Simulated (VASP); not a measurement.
# Y2SiSe (P4mm) in VASP: notebook

The runs below take Y2SiSe through relaxation of cell and atoms, single point, with PBE.

All numbers are computed with VASP 6.6.1; they aren't measurements. Logs are shortened: lines on timing, memory, paths and dates and some standing lists are left out, and cuts for length are marked.

### Step 1. The cell of the first run

The structure is tetragonal, space group P4mm (No. 99). Conventional cell: a = 4.940 Å, b = 4.940 Å, c = 4.400 Å, α = 90.00°, β = 90.00°, γ = 90.00°. Within 3.3 Å of Y (site symmetry 2mm) lie 2 Se at 2.53 Å and 2 Si at 2.53 Å. Si (site symmetry 4mm) has 4 Y at 2.53 Å within 3.3 Å. Se (site symmetry 4mm) has 4 Y at 2.53 Å within 3.3 Å.

### Step 2. Relaxation of cell and atoms, PBE

Contents of INCAR:

```
ALGO     = Normal         # electronic algorithm
EDIFF    = 1E-6           # SCF threshold, eV
EDIFFG   = -0.04          # ionic threshold
ENCUT    = 600            # plane-wave cutoff, eV
GGA      = PE             # functional
IBRION   = 2              # ionic algorithm
ISIF     = 3              # what is computed and relaxed
ISMEAR   = 0              # smearing method
LASPH    = True           # aspherical terms in the spheres
LCHARG   = False          # write CHGCAR
LREAL    = False          # projectors in reciprocal space
LWAVE    = False          # write WAVECAR
NELM     = 60             # most SCF steps
NSW      = 90             # ionic steps
PREC     = Accurate       # precision mode
SIGMA    = 0.1            # smearing width, eV
```

Contents of KPOINTS:

```
k-points
0
Gamma
  4 4 4
```

Contents of POSCAR:

```
Y2SiSe
1.0
    4.9395331300      0.0000000000      0.0000000000
    0.0000000000      4.9395331300      0.0000000000
    0.0000000000      0.0000000000      4.3999230500
Y Si Se
2 1 1
Direct
    0.5000000000      0.0000000000      0.8809728800
    0.0000000000      0.5000000000      0.8809728800
    0.5000000000      0.5000000000      0.7612335400
    0.0000000000      0.0000000000      0.0003920900
```

Potentials or basis: VASP PAW PBE potentials, release 64 (Y_sv, Si, Se).

Launch:

```
$ cat potpaw_PBE.64/Y_sv/POTCAR potpaw_PBE.64/Si/POTCAR potpaw_PBE.64/Se/POTCAR > POTCAR
$ mpirun -np 1 vasp_std > vasp.out
```

OUTCAR:

```text
EDIFF = 1E-6
   EDIFFG = -0.04
   ENCUT = 600
   GGA = PE
   IBRION = 2
   ISIF = 3
   ISMEAR = 0
   LASPH = True
   LREAL = False
   NELM = 60
   NSW = 90
   PREC = Accurate

 ion  position               nearest neighbor table
   1  0.500  0.000  0.881-   4 2.53   4 2.53   3 2.53   3 2.53   2 3.49   2 3.49   2 3.49   2 3.49

   2  0.000  0.500  0.881-   4 2.53   4 2.53   3 2.53   3 2.53   1 3.49   1 3.49   1 3.49   1 3.49

   3  0.500  0.500  0.761-   1 2.53   2 2.53   1 2.53   2 2.53
   4  0.000  0.000  0.000-   1 2.53   2 2.53   2 2.53   1 2.53

  LATTYP: Found a simple tetragonal cell.
 ALAT       =     4.9395331300
 C/A-ratio  =     0.8907568659

  Lattice vectors:

 A1 = (   4.9395331300,   0.0000000000,   0.0000000000)
 A2 = (   0.0000000000,   4.9395331300,   0.0000000000)
 A3 = (   0.0000000000,   0.0000000000,   4.3999230500)

Analysis of symmetry for initial positions (statically):
=====================================================================
 Subroutine PRICEL returns:
 Original cell was already a primitive cell.

 Routine SETGRP: Setting up the symmetry group for a
 simple tetragonal supercell.

 Subroutine GETGRP returns: Found  8 space group operations
 (whereof  8 operations were pure point group operations)
 out of a pool of 16 trial point group operations.

The static configuration has the point symmetry C_4v.

Analysis of symmetry for dynamics (positions and initial velocities):
=====================================================================
 Subroutine PRICEL returns:
 Original cell was already a primitive cell.

 Routine SETGRP: Setting up the symmetry group for a
 simple tetragonal supercell.

 Subroutine GETGRP returns: Found  8 space group operations
 (whereof  8 operations were pure point group operations)
 out of a pool of 16 trial point group operations.

The dynamic configuration has the point symmetry C_4v.

 Subroutine INISYM returns: Found  8 space group operations
 (whereof  8 operations are pure point group operations),
 and found     1 'primitive' translations

----------------------------------------------------------------------------------------

                                     Primitive cell

  volume of cell :     107.3537

  direct lattice vectors                    reciprocal lattice vectors
     4.939533130  0.000000000  0.000000000     0.202448283  0.000000000  0.000000000
     0.000000000  4.939533130  0.000000000     0.000000000  0.202448283  0.000000000
     0.000000000  0.000000000  4.399923050     0.000000000  0.000000000  0.227276702

  length of vectors
     4.939533130  4.939533130  4.399923050     0.202448283  0.202448283  0.227276702

  position of ions in fractional coordinates (direct lattice)
     0.500000000  0.000000000  0.880972880
     0.000000000  0.500000000  0.880972880
     0.500000000  0.500000000  0.761233540
     0.000000000  0.000000000  0.000392090

  ion indices of the primitive-cell ions
   primitive index   ion index
                 1           1
                 2           2
                 3           3
                 4           4

----------------------------------------------------------------------------------------

 KPOINTS: k-points

Automatic generation of k-mesh.
 Grid dimensions read from file:
 generate k-points for:    4    4    4

 Generating k-lattice:

  Cartesian coordinates                     Fractional coordinates (reciprocal lattice)
     0.050612071  0.000000000  0.000000000     0.250000000  0.000000000  0.000000000
     0.000000000  0.050612071  0.000000000     0.000000000  0.250000000  0.000000000
     0.000000000  0.000000000  0.056819176     0.000000000  0.000000000  0.250000000

  Length of vectors
     0.050612071  0.050612071  0.056819176

  Shift w.r.t. Gamma in fractional coordinates (k-lattice)
     0.000000000  0.000000000  0.000000000

 Subroutine IBZKPT returns following result:
 ===========================================

 Found     18 irreducible k-points:

 Following reciprocal coordinates:
            Coordinates               Weight
  0.000000  0.000000  0.000000      1.000000
  0.250000  0.000000  0.000000      4.000000
  0.500000  0.000000  0.000000      2.000000
  0.250000  0.250000  0.000000      4.000000
  0.500000  0.250000  0.000000      4.000000
  0.500000  0.500000  0.000000      1.000000
[... 10 lines left out ...]
  0.500000  0.250000  0.500000      4.000000
  0.500000  0.500000  0.500000      1.000000
   k-points           NKPTS =     18   k-points in BZ     NKDIM =     18   number of bands    NBANDS=     20
   number of dos      NEDOS =    301   number of ions     NIONS =      4
   total plane-waves  NPLWV =  57600
   dimension x,y,z NGX =    40 NGY =   40 NGZ =   36
   dimension x,y,z NGXF=    80 NGYF=   80 NGZF=   72
   ions per type =               2   1   1
   NGX,Y,Z   is equivalent  to a cutoff of  13.46, 13.46, 13.60 a.u.
   NGXF,Y,Z  is equivalent  to a cutoff of  26.92, 26.92, 27.20 a.u.
 SYSTEM =  unknown system
   PREC   = accura    normal or accurate (medium, high low for compatibility)
   ISTART =      0    job   : 0-new  1-cont  2-samecut
   ICHARG =      2    charge: 1-file 2-atom 10-const
   ISPIN  =      1    spin polarized calculation?
   LNONCOLLINEAR =      F non collinear calculations
   LSORBIT =      F    spin-orbit coupling
   LASPH  =      T    aspherical Exc in radial PAW
   ENCUT  =  600.0 eV  44.10 Ry    6.64 a.u.   9.87  9.87  8.79*2*pi/ulx,y,z
   NELM   =     60;   NELMIN=  2; NELMDL= -5     # of ELM steps
   EDIFF  = 0.1E-05   stopping-criterion for ELM
   LREAL  =      F    real-space projection
   EDIFFG = -.4E-01   stopping-criterion for IOM
   NSW    =     90    number of steps for IOM
   IBRION =      2    ionic relax: 0-MD 1-quasi-New 2-CG
   NFREE  =      1    steps in history (QN), initial steepest desc. (CG)
   ISIF   =      3    stress and relaxation
   ISYM   =      2    0-nonsym 1-usesym 2-fastsym
   POTIM  = 0.5000    time-step for ionic-motion
   TEBEG  =    0.0;   TEEND  =   0.0 temperature during run
   PSTRESS=    0.0 pullay stress
   NELECT =      32.0000    total number of electrons
   NUPDOWN=      -1.0000    fix difference up-down
   EMIN   =  10.00;   EMAX   =-10.00  energy-range for DOS
   EFERMI =   0.00;   METHOD = LEGACY
   ISMEAR =     0;   SIGMA  =   0.10  broadening in eV -4-tet -1-fermi 0-gaus
   EFERMI_NEDOS =   21; number of points for ismear=-14 and -15
   IALGO  =     38    algorithm
   IMIX   =      4    mixing-type and parameters
     AMIX     =   0.40;   BMIX     =  1.00
     AMIX_MAG =   1.60;   BMIX_MAG =  1.00
  volume/ion in A,a.u.               =      26.84       181.11
  Fermi-wavevector in a.u.,A,eV,Ry     =   1.093585  2.066576 16.271589  1.195928
  Thomas-Fermi vector in A             =   2.229873
   LORBIT       =      0    0 simple, 1 ext, 2 COOP (PROOUT), +10 PAW based schemes
   GGA     = PE    functional components
   LHFCALC =     F    Hartree Fock is set to
   AEXX    =    0.0000 exact exchange contribution
   IVDW    =     0    specifies the selected vdW correction
   LEPSILON=     F    determine dielectric tensor
   LRPA    =     F    only Hartree local field effects (RPA)
 conjugate gradient relaxation of ions
 non-spin polarized calculation
 Gauss-broadening in eV      SIGMA  =   0.10
  energy-cutoff  :      600.00
  volume of cell :      107.35
 maximum number of plane-waves:      3604
 NGX is ok and might be reduce to    40
   NGX = 19   NGY = 19   NGZ = 17

--------------------------------------- Ionic step        1  -------------------------------------------

 number of electron      32.0000000 magnetization

 Free energy of the ion-electron system (eV)
  ---------------------------------------------------
  ext. energy  EPLUGINS =         0.00000000
  ---------------------------------------------------
  free energy    TOTEN  =       -22.00827102 eV

  energy without entropy =      -21.99946144  energy(sigma->0) =      -22.00386623

------------------------ aborting loop because EDIFF is reached ----------------------------------------

  FORCE on cell =-STRESS in cart. coord.  units (eV):
  Direction    XX          YY          ZZ          XY          YZ          ZX
  --------------------------------------------------------------------------------------
  -------------------------------------------------------------------------------------
  Total       24.5526352     24.5526352      1.4004869      0.0000000      0.0000000      0.0000000
  in kB      366.4306624    366.4306624     20.9012731      0.0000000      0.0000000      0.0000000
  external PRESSURE =     251.2541993 kB  Pullay stress =       0.0000000 kB
[... 95 lines left out ...]
  FREE ENERGIE OF THE ION-ELECTRON SYSTEM (eV)
  ---------------------------------------------------
  free  energy   TOTEN  =       -24.4945469390 eV

  energy  without entropy=      -24.4901951691  energy(sigma->0) =      -24.49237105

 E-fermi :   4.3360     XC(G=0):  -9.5782

 val. band max:        4.3114876925   @ k =   0.0000   0.0000   0.5000
 cond. band min:       4.3780281469   @ k =   0.2500   0.2500   0.0000
 fundamental gap:      0.0665404544
 Fermi energy:         4.3360322533

 k-point     1 :       0.0000    0.0000    0.0000
  band No.  band energies     occupation
      1     -39.1843      2.00000
      2     -39.1630      2.00000
      3     -19.2431      2.00000
      4     -19.2431      2.00000
      5     -19.0579      2.00000
      6     -19.0443      2.00000
[... 403 lines left out ...]
     19       5.8633      0.00000
     20       5.9070      0.00000

 E-fermi :   4.7413     XC(G=0):  -9.8579

 val. band max:        4.6311192676   @ k =   0.5000   0.2500   0.0000
 cond. band min:       4.7448121252   @ k =   0.2500   0.2500   0.0000
 fundamental gap:      0.1136928576
 Fermi energy:         4.7412749301

 k-point     1 :       0.0000    0.0000    0.0000
  band No.  band energies     occupation
      1     -38.5541      2.00000
      2     -38.5257      2.00000
      3     -18.6554      2.00000
      4     -18.6554      2.00000
      5     -18.4156      2.00000
      6     -18.4156      2.00000
[... 403 lines left out ...]
     19       6.3608      0.00000
     20       6.3701      0.00000

[... ionic steps 4 to 40 ...]

--------------------------------------- Ionic step       41  -------------------------------------------

 number of electron      32.0000000 magnetization

------------------------ aborting loop because EDIFF is reached ----------------------------------------
[... 71 lines left out ...]
--------------------------------------- Ionic step       43  -------------------------------------------

 number of electron      31.9999999 magnetization

 Free energy of the ion-electron system (eV)
  ---------------------------------------------------
  ext. energy  EPLUGINS =         0.00000000
  ---------------------------------------------------
  free energy    TOTEN  =       -25.74781566 eV

  energy without entropy =      -25.73962007  energy(sigma->0) =      -25.74371787

 E-fermi :   5.2667     XC(G=0): -10.2430

 val. band max:        5.2184584917   @ k =   0.5000   0.2500   0.0000
 cond. band min:       5.2744563420   @ k =   0.5000   0.0000   0.0000
 fundamental gap:      0.0559978503
 Fermi energy:         5.2666675707

 k-point     1 :       0.0000    0.0000    0.0000
  band No.  band energies     occupation
      1     -37.7064      2.00000
      2     -37.6703      2.00000
      3     -17.8596      2.00000
      4     -17.8596      2.00000
      5     -17.5733      2.00000
      6     -17.5733      2.00000
[... 434 lines left out ...]
  FREE ENERGIE OF THE ION-ELECTRON SYSTEM (eV)
  ---------------------------------------------------
  free  energy   TOTEN  =       -25.7478156649 eV

  energy  without entropy=      -25.7396200681  energy(sigma->0) =      -25.74371787

 reached required accuracy - stopping structural energy minimisation
```

It took 11 min on 1 thread of Intel Xeon 6975P-C (Granite Rapids), shared host; peak memory 0.28 GiB.

Results:

* Free energy: -25.7478 eV
* Relaxed volume: 23.06 Å³/atom
* Relaxed cell: a = 5.169 Å, b = 5.169 Å, c = 3.452 Å, α = 90.00°, β = 90.00°, γ = 90.00°
* Space group after relaxing (to 0.05 Å): P4mm (No. 99)
* Energy gained by relaxing: 934.9 meV/atom
* Ionic steps: 43
* Pressure after relaxing: 0.1 GPa
* Largest force after relaxing: 0.023 eV/Å
* Band gap on the k mesh: zero (band 16 reaches 5.32 eV, above the bottom of band 17 at 4.87 eV)

Forces in eV/Å, atoms in the order of the input:
```
Y    0.000  0.000 -0.006
Y    0.000  0.000 -0.006
Si   0.000  0.000  0.023
Se   0.000  0.000 -0.011
```

The path:
```csv
step,energy change (eV),largest force (eV/Å),pressure (GPa),volume (Å³)
1,0.0000,2.1975,25.13,107.35
3,-2.4863,0.7482,-1.88,137.07
5,-2.5028,0.8627,-0.55,134.25
7,-2.7352,0.8631,-0.96,127.58
9,-3.1500,0.5051,1.86,98.11
11,-3.2769,0.7401,0.19,104.15
13,-3.4151,0.3251,3.09,99.31
15,-3.4896,0.1347,-0.43,104.77
17,-3.4925,0.1455,-0.06,104.43
19,-3.4940,0.1509,0.02,104.37
21,-3.5053,0.1572,-0.33,104.64
23,-3.5421,0.1623,-2.20,105.74
25,-3.5465,0.1905,-2.72,105.96
27,-3.5477,0.2129,-3.18,106.16
29,-3.5491,0.2161,-3.22,106.13
31,-3.5542,0.2284,-3.42,105.98
33,-3.5616,0.2753,-4.27,105.41
35,-3.6022,0.2719,-3.89,103.43
37,-3.6924,0.2070,-1.53,94.83
39,-3.6940,0.1864,-1.19,94.00
41,-3.7377,0.0495,0.05,92.37
43,-3.7395,0.0235,0.14,92.24
```

Final structure:
```
Y Si Se
1.0
     5.16905    0.00000    0.00000
     0.00000    5.16905    0.00000
     0.00000    0.00000    3.45240
Y Si Se
2 1 1
Direct
  0.50000 0.00000 0.89168
  0.00000 0.50000 0.89168
  0.50000 0.50000 0.44250
  0.00000 0.00000 0.29771
```

(Part 1 of 2 ends here.)
